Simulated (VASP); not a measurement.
Runs of VASP 6.6.1 on Pb. The structure is that of space group Im-3m (No. 229), or close to it. The cells are those of the table. This isn't the form of Pb at room conditions, which is fcc.

| spin | cell | k mesh | gap on the mesh (eV) | pressure (GPa) |
| --- | --- | --- | --- | --- |
| off | a = 3.460 Å, angles 109.5°, 1 atom | 13 × 13 × 13 | none | 0.0 |
| non-collinear, zero start, SOC | a = 3.460 Å, angles 109.5°, 1 atom | 11 × 11 × 11 | - | 0.3 |
| off | a = 3.366 Å, angles 109.5°, 1 atom | 13 × 13 × 13 | none | 3.9 |
| off | a = 3.550 Å, angles 109.5°, 1 atom | 13 × 13 × 13 | none | -2.5 |
| off | a = 3.414 Å, angles 109.5°, 1 atom | 13 × 13 × 13 | none | 1.7 |
| off | a = 3.316 Å, angles 109.5°, 1 atom | 13 × 13 × 13 | none | (a) |
| off | a = 3.594 Å, angles 109.5°, 1 atom | 13 × 13 × 13 | none | -3.4 |
| off | a = 3.460 Å, angles 109.5°, 1 atom | 18 × 18 × 18 | none | 0.0 |
| off | a = 3.506 Å, angles 109.5°, 1 atom | 13 × 13 × 13 | none | (b) |

Alike in all rows: task single point; level PBE; potentials or basis VASP PAW PBE potentials, release 64 (Pb_d); cutoff (eV) 520; smearing fermi-dirac 0.1 eV.

Q: Estimate the missing entries.

A: (a) 6.7; (b) -1.4.

Caveats: spin-orbit coupling is left out, which moves the levels of the heavy elements (at least some runs); the cell stands under pressure (at least some runs); the cell stands under tension (at least some runs).

A k mesh can miss the band edges, and rows without SOC leave out spin-orbit coupling on Pb.

A gap of «none» marks levels without a gap at the run's occupations.
